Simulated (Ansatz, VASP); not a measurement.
## Two plane-wave programs on Mg2As

```xyz
3
Lattice="4.0491 0.0000 0.0000 -2.0245 3.5066 0.0000 0.0000 0.0000 4.3719" Properties=species:S:1:pos:R:3 pbc="T T T"
Mg    0.0000    2.3377    2.1859
Mg    2.0245    1.1689    2.1859
As    0.0000    0.0000    0.0000
```

Alike in both runs: task relaxation of cell and atoms; functional PBE; k mesh 6 × 6 × 4; occupations gaussian, width 0.1 eV; no spin polarisation.

|  | VASP | Ansatz |
| --- | --- | --- |
| version | VASP 6.6.1 | Ansatz 0.2.0 |
| potentials or method | VASP PAW PBE potentials, release 64 (Mg, As), cutoff 600 eV | scalar-relativistic, plane waves, PAW |
| valence electrons in the cell | 9 | 35 |

|  | VASP | Ansatz | Ansatz less VASP |
| --- | --- | --- | --- |
| gap on the k mesh at the Fermi level, each at its own relaxed structure (eV) | none | none | - |
| relaxed volume (Å³/atom) | 20.95 | 20.93 | -0.011 |
| relaxed cell length with the largest relative difference (Å) | 4.805 | 4.804 | -0.0011 |

A gap of «none» marks a metal or a gap that the smearing closes. VASP's potentials hold 9 valence electrons a cell and Ansatz's 35, so a difference there can come from the potentials and not from the codes.
